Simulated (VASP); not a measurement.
# Au (I4/mmm) in VASP: a series of runs

Au is run at these levels: PBEsol; tasks: single point.

Program: VASP 6.6.1. These are calculated values, not measurements. Logs are shortened: lines on timing, memory, paths and dates and some standing lists are left out, and cuts for length are marked.

## 1. The cell of the first run

Symmetry: I4/mmm, No. 139, tetragonal system. Conventional cell: a = 3.372 Å, b = 3.372 Å, c = 2.992 Å, α = 90.00°, β = 90.00°, γ = 90.00°. Within 3.7 Å of Au (site symmetry 4/mmm) lie 14 Au at 2.81 to 3.37 Å.

## 2. Single point, PBEsol (biaxial strain in the a-b plane: +4.0 %, then relaxed in part)

Contents of INCAR:

```
PREC = Accurate
ENCUT = 520
EDIFF = 1E-7
ISMEAR = 0
SIGMA = 0.1
LREAL = F
LASPH = T
NELM = 100
ALGO = Fast
ISIF = 2
LWAVE = F
LCHARG = F
GGA = PS
NBANDS = 18
```

Contents of KPOINTS:

```
Automatic mesh
0
Gamma
  16 16 16
```

Contents of POSCAR:

```
Au
1.0
    3.3718326599      0.0000000000      0.0000000000
    0.0000000000      3.3718326599      0.0000000000
    0.0000000000      0.0000000000      2.9923435681
Au
2
Direct
    0.0000000000      0.0000000000      0.0000000000
    0.5000000000      0.5000000000      0.5000000000
```

Potentials or basis: VASP PAW PBE potentials, release 64 (Au).

Launch:

```bash
$ cat potpaw_PBE.64/Au/POTCAR > POTCAR
$ mpirun -np 1 vasp_std > vasp.out
```

OUTCAR:

```text
PREC = Accurate
   ENCUT = 520
   EDIFF = 1E-7
   ISMEAR = 0
   LREAL = F
   LASPH = T
   NELM = 100
   ISIF = 2
   GGA = PS

 ion  position               nearest neighbor table
   1  0.000  0.000  0.000-   2 2.81   2 2.81   2 2.81   2 2.81   2 2.81   2 2.81   2 2.81   2 2.81

   2  0.500  0.500  0.500-   1 2.81   1 2.81   1 2.81   1 2.81   1 2.81   1 2.81   1 2.81   1 2.81

  LATTYP: Found a simple tetragonal cell.
 ALAT       =     3.3718326599
 C/A-ratio  =     0.8874531657

  Lattice vectors:

 A1 = (   3.3718326599,   0.0000000000,   0.0000000000)
 A2 = (   0.0000000000,   3.3718326599,   0.0000000000)
 A3 = (   0.0000000000,   0.0000000000,   2.9923435681)

Analysis of symmetry for initial positions (statically):
=====================================================================
 Subroutine PRICEL returns following result:

  LATTYP: Found a body centered tetragonal cell.
 ALAT       =     3.3718326599
 C/A-ratio  =     0.8874531657

  Lattice vectors:

 A1 = (  -1.6859163299,  -1.6859163300,  -1.4961717840)
 A2 = (   1.6859163299,   1.6859163300,  -1.4961717841)
 A3 = (   1.6859163299,  -1.6859163299,   1.4961717840)

   2 primitive cells build up your supercell.

 Routine SETGRP: Setting up the symmetry group for a
 simple tetragonal supercell.

 Subroutine GETGRP returns: Found 16 space group operations
 (whereof 16 operations were pure point group operations)
 out of a pool of 16 trial point group operations.

The static configuration has the point symmetry D_4h.

Analysis of symmetry for dynamics (positions and initial velocities):
=====================================================================
 Subroutine PRICEL returns following result:

  LATTYP: Found a body centered tetragonal cell.
 ALAT       =     3.3718326599
 C/A-ratio  =     0.8874531657

  Lattice vectors:

 A1 = (  -1.6859163299,  -1.6859163300,  -1.4961717840)
 A2 = (   1.6859163299,   1.6859163300,  -1.4961717841)
 A3 = (   1.6859163299,  -1.6859163299,   1.4961717840)

   2 primitive cells build up your supercell.

 Routine SETGRP: Setting up the symmetry group for a
 simple tetragonal supercell.

[... 94 lines left out ...]
   ISTART =      0    job   : 0-new  1-cont  2-samecut
   ICHARG =      2    charge: 1-file 2-atom 10-const
   ISPIN  =      1    spin polarized calculation?
   LNONCOLLINEAR =      F non collinear calculations
   LSORBIT =      F    spin-orbit coupling
   LASPH  =      T    aspherical Exc in radial PAW
   ENCUT  =  520.0 eV  38.22 Ry    6.18 a.u.   6.27  6.27  5.56*2*pi/ulx,y,z
   NELM   =    100;   NELMIN=  2; NELMDL= -5     # of ELM steps
   EDIFF  = 0.1E-06   stopping-criterion for ELM
   LREAL  =      F    real-space projection
   EDIFFG = 0.1E-05   stopping-criterion for IOM
   NSW    =      0    number of steps for IOM
   IBRION =     -1    ionic relax: 0-MD 1-quasi-New 2-CG
   NFREE  =      0    steps in history (QN), initial steepest desc. (CG)
   ISIF   =      2    stress and relaxation
   ISYM   =      2    0-nonsym 1-usesym 2-fastsym
   POTIM  = 0.5000    time-step for ionic-motion
   TEBEG  =    0.0;   TEEND  =   0.0 temperature during run
   PSTRESS=    0.0 pullay stress
   NELECT =      22.0000    total number of electrons
   NUPDOWN=      -1.0000    fix difference up-down
   EMIN   =  10.00;   EMAX   =-10.00  energy-range for DOS
   EFERMI =   0.00;   METHOD = LEGACY
   ISMEAR =     0;   SIGMA  =   0.10  broadening in eV -4-tet -1-fermi 0-gaus
   EFERMI_NEDOS =   21; number of points for ismear=-14 and -15
   IALGO  =     68    algorithm
   IMIX   =      4    mixing-type and parameters
     AMIX     =   0.40;   BMIX     =  1.00
     AMIX_MAG =   1.60;   BMIX_MAG =  1.00
  volume/ion in A,a.u.               =      17.01       114.79
  Fermi-wavevector in a.u.,A,eV,Ry     =   1.415689  2.675265 27.268466  2.004176
  Thomas-Fermi vector in A             =   2.537102
   LORBIT       =      0    0 simple, 1 ext, 2 COOP (PROOUT), +10 PAW based schemes
   GGA     = PS    functional components
   LHFCALC =     F    Hartree Fock is set to
   AEXX    =    0.0000 exact exchange contribution
   IVDW    =     0    specifies the selected vdW correction
   LEPSILON=     F    determine dielectric tensor
   LRPA    =     F    only Hartree local field effects (RPA)
 non-spin polarized calculation
 RMM-DIIS sequential band-by-band and
 Gauss-broadening in eV      SIGMA  =   0.10
  energy-cutoff  :      520.00
  volume of cell :       34.02
 maximum number of plane-waves:       935
 NGX is ok and might be reduce to    28
   NGX = 13   NGY = 13   NGZ = 11

 number of electron      22.0000004 magnetization

 Free energy of the ion-electron system (eV)
  ---------------------------------------------------
  ext. energy  EPLUGINS =         0.00000000
  ---------------------------------------------------
  free energy    TOTEN  =        -7.81522590 eV

  energy without entropy =       -7.81269002  energy(sigma->0) =       -7.81395796

 E-fermi :   9.3104     XC(G=0): -12.8948

 val. band max:        9.2725124869   @ k =   0.0625   0.0000   0.4375
 cond. band min:       9.3139991982   @ k =   0.4375   0.0625   0.5000
 fundamental gap:      0.0414867113
 Fermi energy:         9.3104139518

 k-point     1 :       0.0000    0.0000    0.0000
  band No.  band energies     occupation
      1      -0.6248      2.00000
      2       2.4100      2.00000
      3       2.4501      2.00000
      4       3.9542      2.00000
      5       4.8083      2.00000
      6       4.8083      2.00000
[... 481 lines left out ...]
      5       5.0475      2.00000
      6       5.0475      2.00000
[... 10 lines left out ...]
     17      24.9919      0.00000
     18      24.9925      0.00000

 [... further k-points ...]

------------------------ aborting loop because EDIFF is reached ----------------------------------------

  FORCE on cell =-STRESS in cart. coord.  units (eV):
  Direction    XX          YY          ZZ          XY          YZ          ZX
  --------------------------------------------------------------------------------------
  -------------------------------------------------------------------------------------
  Total        0.1673868      0.1673868     -0.0647075      0.0000000      0.0000000     -0.0000000
  in kB        7.8829395      7.8829395     -3.0473441      0.0000000      0.0000000     -0.0000000
  external PRESSURE =       4.2395116 kB  Pullay stress =       0.0000000 kB

 VOLUME and BASIS-vectors are now :
 -----------------------------------------------------------------------------
  energy-cutoff  :      520.00
  volume of cell :       34.02
      direct lattice vectors                 reciprocal lattice vectors
     3.371832660  0.000000000  0.000000000     0.296574623  0.000000000  0.000000000
     0.000000000  3.371832660  0.000000000     0.000000000  0.296574623  0.000000000
     0.000000000  0.000000000  2.992343568     0.000000000  0.000000000  0.334186225

 POSITION                                       TOTAL-FORCE (eV/Angst)
 -----------------------------------------------------------------------------------
      0.00000      0.00000      0.00000         0.000000      0.000000     -0.000000
      1.68592      1.68592      1.49617        -0.000000     -0.000000      0.000000
 -----------------------------------------------------------------------------------
    total drift:                                0.000000      0.000000      0.000000

  FREE ENERGIE OF THE ION-ELECTRON SYSTEM (eV)
  ---------------------------------------------------
  free  energy   TOTEN  =        -7.8152258952 eV

  energy  without entropy=       -7.8126900194  energy(sigma->0) =       -7.81395796
```

OSZICAR:

```text
N       E                     dE             d eps       ncg     rms          rms(c)
DAV:   1     0.122816006025E+03    0.12282E+03   -0.11553E+04 15060   0.117E+03
DAV:   2    -0.640383690309E+01   -0.12922E+03   -0.12316E+03 15532   0.260E+02
DAV:   3    -0.850943156178E+01   -0.21056E+01   -0.20944E+01 16772   0.336E+01
DAV:   4    -0.851870019024E+01   -0.92686E-02   -0.92678E-02 15828   0.239E+00
DAV:   5    -0.851878168431E+01   -0.81494E-04   -0.81494E-04 16020   0.234E-01    0.134E+01
RMM:   6    -0.786611408453E+01    0.65267E+00   -0.11217E+00 14581   0.788E+00    0.827E+00
RMM:   7    -0.782118565264E+01    0.44928E-01   -0.13725E-01 14914   0.292E+00    0.386E+00
RMM:   8    -0.781534885537E+01    0.58368E-02   -0.14209E-02 15045   0.938E-01    0.598E-01
RMM:   9    -0.781522286774E+01    0.12599E-03   -0.14353E-03 15625   0.289E-01    0.169E-01
RMM:  10    -0.781523131104E+01   -0.84433E-05   -0.20522E-04 15672   0.969E-02    0.147E-01
RMM:  11    -0.781522588204E+01    0.54290E-05   -0.36765E-05 15596   0.402E-02    0.180E-02
RMM:  12    -0.781522603887E+01   -0.15683E-06   -0.47782E-06 15621   0.137E-02    0.156E-02
RMM:  13    -0.781522576008E+01    0.27879E-06   -0.12780E-06 15428   0.773E-03    0.351E-03
RMM:  14    -0.781522592854E+01   -0.16846E-06   -0.15940E-07 11150   0.240E-03    0.969E-04
RMM:  15    -0.781522589523E+01    0.33308E-07   -0.38360E-08  8661   0.123E-03
   1 F= -.78152259E+01 E0= -.78139580E+01  d E =-.253588E-02
```

stdout:

```text
POSCAR found type information on POSCAR Au
 POSCAR found :  1 types and       2 ions
 scaLAPACK will be used
 -----------------------------------------------------------------------------
|                                                                             |
|                                                                             |
|     You enforced a specific xc type in the INCAR file but a different       |
|     I HOPE YOU KNOW WHAT YOU ARE DOING!                                     |
|                                                                             |
 -----------------------------------------------------------------------------

 LDA part: xc-table for (Slater+PW92), standard interpolation
 POSCAR, INCAR and KPOINTS ok, starting setup
 FFT: planning ... GRIDC
 FFT: planning ... GRID_SOFT
 FFT: planning ... GRID
 WAVECAR not read
 entering main loop
```

It took 3.8 min on 1 thread of Intel Xeon Platinum 8259CL at 2.50GHz (Skylake/Cascade Lake), shared host; peak memory 0.31 GiB.

What came out:

* Free energy: -7.8152 eV
* Pressure: 0.4 GPa
* Band gap on the k mesh: zero (bands 11 and 12 overlap by 5.84 eV)

Stress tensor (GPa, compression positive):
```
 0.79  0.00  0.00
 0.00  0.79  0.00
 0.00  0.00 -0.30
```

Levels at points of the mesh, in eV from the Fermi level:
```csv
k point,band 7,band 8,band 9,band 10,band 11,band 12,band 13,band 14,band 15,band 16
"(0.00, 0.00, 0.00)",-3.56,-2.52,-1.82,-1.82,-1.56,5.14,5.14,8.75,9.24,14.81
"(0.50, 0.00, 0.00)",-3.77,-3.77,-3.26,-3.26,-2.41,-2.41,12.39,12.39,12.61,12.61
"(0.50, 0.50, 0.00)",-2.97,-2.97,-1.47,-1.47,-1.15,-1.15,2.93,2.93,13.55,13.55
"(0.00, 0.00, 0.50)",-4.55,-4.55,-3.60,-3.60,-0.87,-0.87,11.70,11.70,13.73,13.73
"(0.50, 0.00, 0.50)",-2.16,-2.16,-1.39,-1.39,-0.41,-0.41,3.98,3.98,11.87,11.87
"(0.50, 0.50, 0.50)",-2.87,-2.87,-2.46,-2.46,3.16,3.16,6.49,6.49,7.58,7.58
```

Caveat: the cell differs from its parent crystal (biaxial strain in the a-b plane: +4.0 %, then relaxed in part); the PAW data sets were made with another functional, which shifts forces and pressure a little; spin-orbit coupling is left out, which moves the levels of the heavy elements.

## 3. Single point, PBEsol (biaxial strain in the a-b plane: -2.0 %, then relaxed in part)

Contents of INCAR:

```
  PREC = Accurate
  ENCUT = 520
  EDIFF = 1E-6
  ISMEAR = 0
  SIGMA = 0.1
  LREAL = False
  LASPH = True
  NELM = 100
  ALGO = Fast
  ISIF = 2
  LWAVE = False
  LCHARG = False
  GGA = PS
  NBANDS = 18
```

Contents of KPOINTS:

```
regular mesh
0
Gamma
  16 16 16
```

Contents of POSCAR:

```
Au
1.0
    3.1773038526      0.0000000000      0.0000000000
    0.0000000000      3.1773038526      0.0000000000
    0.0000000000      0.0000000000      3.3902492787
Au
2
Direct
    0.0000000000      0.0000000000      0.0000000000
    0.5000000000      0.5000000000      0.5000000000
```

Potentials or basis: VASP PAW PBE potentials, release 64 (Au).

Launch:

```bash
$ cat potpaw_PBE.64/Au/POTCAR > POTCAR
$ mpirun -np 1 vasp_std > vasp.out
```

It took 2.9 min on 1 thread of Intel Xeon Platinum 8259CL at 2.50GHz (Skylake/Cascade Lake), shared host; peak memory 0.3 GiB.

Results (log left out):

```
Free energy            : -7.8077 eV
Pressure               : -0.7 GPa
Band gap on the k mesh : zero (bands 11 and 12 overlap by 5.70 eV)
```

Stress tensor (GPa, compression positive):
```
-0.97  0.00  0.00
 0.00 -0.97  0.00
 0.00  0.00 -0.22
```

Levels at points of the mesh, in eV from the Fermi level:
```tsv
k point	band 8	band 9	band 10	band 11	band 12	band 13	band 14	band 15
(0.00, 0.00, 0.00)	-2.67	-1.80	-1.67	-1.67	5.07	6.91	6.91	9.48
(0.50, 0.00, 0.00)	-4.09	-3.42	-3.42	-1.64	-1.64	12.18	12.18	12.98
(0.50, 0.50, 0.00)	-2.50	-1.28	-1.28	-0.39	-0.39	3.93	3.93	11.80
(0.00, 0.00, 0.50)	-4.03	-3.27	-3.27	-2.41	-2.41	13.28	13.28	13.91
(0.50, 0.00, 0.50)	-2.61	-1.38	-1.38	-0.77	-0.77	3.40	3.40	12.69
(0.50, 0.50, 0.50)	-2.76	-2.47	-2.47	2.94	2.94	7.00	7.00	7.00
```

Caveat: the cell differs from its parent crystal (biaxial strain in the a-b plane: -2.0 %, then relaxed in part); the PAW data sets were made with another functional, which shifts forces and pressure a little; spin-orbit coupling is left out, which moves the levels of the heavy elements.

(Continued in part 2 of 2.)
